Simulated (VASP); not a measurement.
The system is Zn3C.

```
Zn C
1.0
     6.83101    0.00000    0.00000
    -3.41550    5.91582    0.00000
     0.00000    0.00000    2.80049
Zn C
6 2
Direct
  0.38481 0.19240 0.75000
  0.80760 0.19240 0.75000
  0.80760 0.61519 0.75000
  0.61519 0.80760 0.25000
  0.19240 0.80760 0.25000
  0.19240 0.38481 0.25000
  0.66667 0.33333 0.25000
  0.33333 0.66667 0.75000
```

The cell was generated, and may not be a known phase.

- Program: VASP 6.6.1
- Task: relaxation of cell and atoms
- Functional: PBE
- Potentials or basis: VASP PAW PBE potentials, release 64 (Zn, C)
- Cutoff: 600 eV
- k mesh: 3 × 3 × 6
- Occupations: gaussian, width 0.1 eV
- Spin: no spin polarisation

At the start: pressure 0.7 GPa; volume 14.15 Å³/atom.

**Question.** How do energy, volume and symmetry change on relaxing?

**Answer.** Over 4 steps the energy falls by 5.4 meV/atom and the volume is 14.25 Å³/atom (+0.7 %); space group P6_3/mmc (No. 194, to 0.1 Å) before and after.

The path:
| step | energy change (eV) | largest force (eV/Å) | pressure (GPa) | volume (Å³) |
| --- | --- | --- | --- | --- |
| 1 | 0.0000 | 0.2300 | 0.68 | 113.17 |
| 2 | -0.0341 | 0.1576 | -0.08 | 114.15 |
| 3 | -0.0406 | 0.0945 | -0.61 | 114.81 |
| 4 | -0.0433 | 0.0094 | 0.26 | 113.98 |

Final structure:
```cif
data_structure
_symmetry_space_group_name_H-M 'P 1'
_symmetry_Int_Tables_number 1
_cell_length_a 6.7861
_cell_length_b 6.7861
_cell_length_c 2.8579
_cell_angle_alpha 90.000
_cell_angle_beta 90.000
_cell_angle_gamma 120.000
_cell_volume 113.98
loop_
_atom_site_label
_atom_site_type_symbol
_atom_site_fract_x
_atom_site_fract_y
_atom_site_fract_z
_atom_site_occupancy
Zn1 Zn 0.38920 0.19460 0.75000 1
Zn2 Zn 0.80540 0.19460 0.75000 1
Zn3 Zn 0.80540 0.61080 0.75000 1
Zn4 Zn 0.61080 0.80540 0.25000 1
Zn5 Zn 0.19460 0.80540 0.25000 1
Zn6 Zn 0.19460 0.38920 0.25000 1
C1 C 0.66667 0.33333 0.25000 1
C2 C 0.33333 0.66667 0.75000 1
```

Caveat: the k points lie up to 0.37 Å⁻¹ apart in the final cell, too coarse for converged energies and pressures of a metal.
